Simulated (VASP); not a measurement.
# SnO2 (P4_2/mnm) in VASP: notebook, part 2 of 2

VASP 6.6.1. Earlier steps stand in the parts before.

## Step 4: Single point, r2SCAN (biaxial strain in the a-b plane: +1.5 %, then relaxed in part)

POSCAR

```
SnO2
1.0
    4.8305885737      0.0000000000      0.0000000000
    0.0000000000      4.8305885737      0.0000000000
    0.0000000000      0.0000000000      3.1696800650
Sn O
2 4
Direct
    0.5000000000      0.5000000000      0.5000000000
    0.0000000000      0.0000000000      0.0000000000
    0.1939466458      0.8060533542      0.5000000000
    0.8060533542      0.1939466458      0.5000000000
    0.3060533542      0.3060533542      0.0000000000
    0.6939466458      0.6939466458      0.0000000000
```

INCAR.step1

```
SYSTEM = SnO2
PREC = Accurate
ENCUT = 520
ISMEAR = 0
SIGMA = 0.02
LREAL = .FALSE.
LASPH = .TRUE.
NELM = 80
NBANDS = 35
GGA = PE
ALGO = Normal
EDIFF = 1E-4
LWAVE = .TRUE.
LCHARG = .FALSE.
```

INCAR.step2

```
SYSTEM = SnO2
PREC = Accurate
ENCUT = 520
EDIFF = 1E-6
ISMEAR = 0
SIGMA = 0.02
LREAL = .FALSE.
LASPH = .TRUE.
NELM = 80
ALGO = Normal
ISIF = 2
LWAVE = .FALSE.
LCHARG = .FALSE.
METAGGA = R2SCAN
LMIXTAU = .TRUE.
NBANDS = 35
ISTART = 1
```

KPOINTS

```
regular mesh
0
G
  6 6 8
  0 0 0
```

Potentials or basis: VASP PAW PBE potentials, release 64 (Sn_d, O).

Run with:

```
cat potpaw_PBE.64/Sn_d/POTCAR potpaw_PBE.64/O/POTCAR > POTCAR
cp INCAR.step1 INCAR
mpirun -np 1 vasp_std > vasp.out
cp INCAR.step2 INCAR
mpirun -np 1 vasp_std > vasp.out
```

OUTCAR:

```text
SYSTEM = SnO2
   PREC = Accurate
   ENCUT = 520
   EDIFF = 1E-6
   ISMEAR = 0
   LREAL = .FALSE.
   LASPH = .TRUE.
   NELM = 80
   ISIF = 2
   METAGGA = R2SCAN
   ISTART = 1

 ion  position               nearest neighbor table
   1  0.500  0.500  0.500-   5 2.07   6 2.07   5 2.07   6 2.07   3 2.09   4 2.09
   2  0.000  0.000  0.000-   3 2.07   4 2.07   3 2.07   4 2.07   5 2.09   6 2.09
   3  0.194  0.806  0.500-   2 2.07   2 2.07   1 2.09
   4  0.806  0.194  0.500-   2 2.07   2 2.07   1 2.09
   5  0.306  0.306  0.000-   1 2.07   1 2.07   2 2.09
   6  0.694  0.694  0.000-   1 2.07   1 2.07   2 2.09

  LATTYP: Found a simple tetragonal cell.
 ALAT       =     4.8305885737
 C/A-ratio  =     0.6561685013

  Lattice vectors:

 A1 = (   4.8305885737,   0.0000000000,   0.0000000000)
 A2 = (   0.0000000000,   4.8305885737,   0.0000000000)
 A3 = (   0.0000000000,   0.0000000000,   3.1696800650)

Analysis of symmetry for initial positions (statically):
=====================================================================
 Subroutine PRICEL returns:
 Original cell was already a primitive cell.

 Routine SETGRP: Setting up the symmetry group for a
 simple tetragonal supercell.

 Subroutine GETGRP returns: Found 16 space group operations
 (whereof  8 operations were pure point group operations)
 out of a pool of 16 trial point group operations.

The static configuration has the point symmetry D_2h.
 The point group associated with its full space group is D_4h.

Analysis of symmetry for dynamics (positions and initial velocities):
=====================================================================
 Subroutine PRICEL returns:
 Original cell was already a primitive cell.

 Routine SETGRP: Setting up the symmetry group for a
 simple tetragonal supercell.

 Subroutine GETGRP returns: Found 16 space group operations
 (whereof  8 operations were pure point group operations)
 out of a pool of 16 trial point group operations.

The dynamic configuration has the point symmetry D_2h.
 The point group associated with its full space group is D_4h.

 Subroutine INISYM returns: Found 16 space group operations
 (whereof  8 operations are pure point group operations),
 and found     1 'primitive' translations

----------------------------------------------------------------------------------------

                                     Primitive cell

  volume of cell :      73.9632

  direct lattice vectors                    reciprocal lattice vectors
     4.830588574  0.000000000  0.000000000     0.207014111  0.000000000  0.000000000
     0.000000000  4.830588574  0.000000000     0.000000000  0.207014111  0.000000000
     0.000000000  0.000000000  3.169680065     0.000000000  0.000000000  0.315489254

  length of vectors
     4.830588574  4.830588574  3.169680065     0.207014111  0.207014111  0.315489254

  position of ions in fractional coordinates (direct lattice)
     0.500000000  0.500000000  0.500000000
     0.000000000  0.000000000  0.000000000
     0.193946646  0.806053354  0.500000000
     0.806053354  0.193946646  0.500000000
     0.306053354  0.306053354  0.000000000
     0.693946646  0.693946646  0.000000000

  ion indices of the primitive-cell ions
[... 27 lines left out ...]
     0.000000000  0.000000000  0.000000000

 Subroutine IBZKPT returns following result:
 ===========================================

 Found     50 irreducible k-points:

 Following reciprocal coordinates:
            Coordinates               Weight
  0.000000  0.000000  0.000000      1.000000
  0.166667  0.000000  0.000000      4.000000
  0.333333  0.000000  0.000000      4.000000
  0.500000  0.000000  0.000000      2.000000
  0.166667  0.166667  0.000000      4.000000
  0.333333  0.166667  0.000000      8.000000
[... 16 lines left out ...]
  0.333333  0.000000  0.250000      8.000000
  0.500000  0.000000  0.250000      4.000000
 [... further k-points ...]
   k-points           NKPTS =     50   k-points in BZ     NKDIM =     50   number of bands    NBANDS=     35
   number of dos      NEDOS =    301   number of ions     NIONS =      6
   total plane-waves  NPLWV =  31104
   dimension x,y,z NGX =    36 NGY =   36 NGZ =   24
   dimension x,y,z NGXF=    72 NGYF=   72 NGZF=   48
   ions per type =               2   4
   NGX,Y,Z   is equivalent  to a cutoff of  12.39, 12.39, 12.59 a.u.
   NGXF,Y,Z  is equivalent  to a cutoff of  24.78, 24.78, 25.18 a.u.
 SYSTEM =  SnO2
   PREC   = accura    normal or accurate (medium, high low for compatibility)
   ISTART =      1    job   : 0-new  1-cont  2-samecut
   ICHARG =      0    charge: 1-file 2-atom 10-const
   ISPIN  =      1    spin polarized calculation?
   LNONCOLLINEAR =      F non collinear calculations
   LSORBIT =      F    spin-orbit coupling
   LASPH  =      T    aspherical Exc in radial PAW
   ENCUT  =  520.0 eV  38.22 Ry    6.18 a.u.   8.98  8.98  5.89*2*pi/ulx,y,z
   NELM   =     80;   NELMIN=  2; NELMDL=  0     # of ELM steps
   EDIFF  = 0.1E-05   stopping-criterion for ELM
   LREAL  =      F    real-space projection
   EDIFFG = 0.1E-04   stopping-criterion for IOM
   NSW    =      0    number of steps for IOM
   IBRION =     -1    ionic relax: 0-MD 1-quasi-New 2-CG
   NFREE  =      0    steps in history (QN), initial steepest desc. (CG)
   ISIF   =      2    stress and relaxation
   ISYM   =      2    0-nonsym 1-usesym 2-fastsym
   POTIM  = 0.5000    time-step for ionic-motion
   TEBEG  =    0.0;   TEEND  =   0.0 temperature during run
   PSTRESS=    0.0 pullay stress
   NELECT =      52.0000    total number of electrons
   NUPDOWN=      -1.0000    fix difference up-down
   EMIN   =  10.00;   EMAX   =-10.00  energy-range for DOS
   EFERMI =   0.00;   METHOD = LEGACY
   ISMEAR =     0;   SIGMA  =   0.02  broadening in eV -4-tet -1-fermi 0-gaus
   EFERMI_NEDOS =   21; number of points for ismear=-14 and -15
   IALGO  =     38    algorithm
   IMIX   =      4    mixing-type and parameters
     AMIX     =   0.40;   BMIX     =  1.00
     AMIX_MAG =   1.60;   BMIX_MAG =  1.00
  volume/ion in A,a.u.               =      12.33        83.19
  Fermi-wavevector in a.u.,A,eV,Ry     =   1.455696  2.750867 28.831448  2.119052
  Thomas-Fermi vector in A             =   2.572701
   LORBIT       =      0    0 simple, 1 ext, 2 COOP (PROOUT), +10 PAW based schemes
   METAGGA = R2SCAN    functional components
   LHFCALC =     F    Hartree Fock is set to
   AEXX    =    0.0000 exact exchange contribution
   IVDW    =     0    specifies the selected vdW correction
   LEPSILON=     F    determine dielectric tensor
   LRPA    =     F    only Hartree local field effects (RPA)
 non-spin polarized calculation
 Gauss-broadening in eV      SIGMA  =   0.02
  energy-cutoff  :      520.00
  volume of cell :       73.96
 maximum number of plane-waves:      2024
 NGX is ok and might be reduce to    36
   NGX = 17   NGY = 17   NGZ = 11

 number of electron      52.0000008 magnetization

 Free energy of the ion-electron system (eV)
  ---------------------------------------------------
  ext. energy  EPLUGINS =         0.00000000
  ---------------------------------------------------
  free energy    TOTEN  =       -84.60631748 eV

  energy without entropy =      -84.60631748  energy(sigma->0) =      -84.60631748

 E-fermi :   5.4837     XC(G=0): -11.8471

 val. band max:        5.3200627871   @ k =   0.0000   0.0000   0.0000
 cond. band min:       6.9659681147   @ k =   0.0000   0.0000   0.0000
 fundamental gap:      1.6459053276
 Fermi energy:         5.4837284471

 k-point     1 :       0.0000    0.0000    0.0000
  band No.  band energies     occupation
      1     -16.3989      2.00000
      2     -15.5801      2.00000
      3     -15.2498      2.00000
      4     -15.2498      2.00000
      5     -15.2297      2.00000
      6     -15.1400      2.00000
[... 901 lines left out ...]
     34      18.3927      0.00000
     35      18.6817      0.00000

 [... further k-points ...]
[... 5 lines left out ...]
  --------------------------------------------------------------------------------------
  -------------------------------------------------------------------------------------
  Total       -1.7141547     -1.7141547      0.6724898     -0.0000000      0.0000000      0.0000000
  in kB      -37.1317192    -37.1317192     14.5673563     -0.0000000      0.0000000      0.0000000
  external PRESSURE =     -19.8986940 kB  Pullay stress =       0.0000000 kB

 VOLUME and BASIS-vectors are now :
 -----------------------------------------------------------------------------
  energy-cutoff  :      520.00
  volume of cell :       73.96
      direct lattice vectors                 reciprocal lattice vectors
     4.830588574  0.000000000  0.000000000     0.207014111  0.000000000  0.000000000
     0.000000000  4.830588574  0.000000000     0.000000000  0.207014111  0.000000000
     0.000000000  0.000000000  3.169680065     0.000000000  0.000000000  0.315489254

 POSITION                                       TOTAL-FORCE (eV/Angst)
 -----------------------------------------------------------------------------------
      2.41529      2.41529      1.58484         0.000000      0.000000      0.000000
      0.00000      0.00000      0.00000         0.000000      0.000000      0.000000
      0.93688      3.89371      1.58484         0.028749     -0.028749      0.000000
      3.89371      0.93688      1.58484        -0.028749      0.028749      0.000000
      1.47842      1.47842      0.00000        -0.028749     -0.028749     -0.000000
      3.35217      3.35217      0.00000         0.028749      0.028749      0.000000
 -----------------------------------------------------------------------------------
    total drift:                                0.000000      0.000000      0.000000

  FREE ENERGIE OF THE ION-ELECTRON SYSTEM (eV)
  ---------------------------------------------------
  free  energy   TOTEN  =       -84.6063174834 eV

  energy  without entropy=      -84.6063174834  energy(sigma->0) =      -84.60631748
```

It took 6.4 min on 1 thread of Intel Xeon 6975P-C, shared host; peak memory 0.24 GiB.

What came out:

| Property | Result |
| --- | --- |
| Free energy | -84.6063 eV |
| Pressure | -2.0 GPa |
| Largest force | 0.041 eV/Å |
| Band gap on the k mesh | 1.65 eV, direct |

Forces on the atoms (eV/Å):
```
Sn   0.000  0.000  0.000
Sn   0.000  0.000  0.000
O    0.029 -0.029  0.000
O   -0.029  0.029  0.000
O   -0.029 -0.029  0.000
O    0.029  0.029  0.000
```

Levels at points of the mesh, in eV from the valence-band top:
```csv
k point,band 23,band 24,band 25,band 26,band 27,band 28,band 29,band 30
"(0.00, 0.00, 0.00)",-1.17,-0.79,-0.79,0.00,1.65,6.85,7.11,7.11
"(0.50, 0.00, 0.00)",-1.12,-1.12,-0.64,-0.64,4.81,4.81,7.87,7.87
"(0.50, 0.50, 0.00)",-1.23,-1.23,-0.95,-0.95,5.30,5.30,8.19,8.19
"(0.00, 0.00, 0.50)",-1.61,-1.61,-1.24,-1.24,6.66,6.66,10.31,10.31
"(0.50, 0.00, 0.50)",-1.10,-1.10,-0.75,-0.75,6.90,6.90,8.55,8.55
"(0.50, 0.50, 0.50)",-0.96,-0.96,-0.86,-0.86,5.30,5.30,9.52,9.52
```

Caveat: the cell differs from its parent crystal (biaxial strain in the a-b plane: +1.5 %, then relaxed in part); the PAW data sets were made with another functional, which shifts forces and pressure a little; spin-orbit coupling is left out, which moves the levels of the heavy elements.
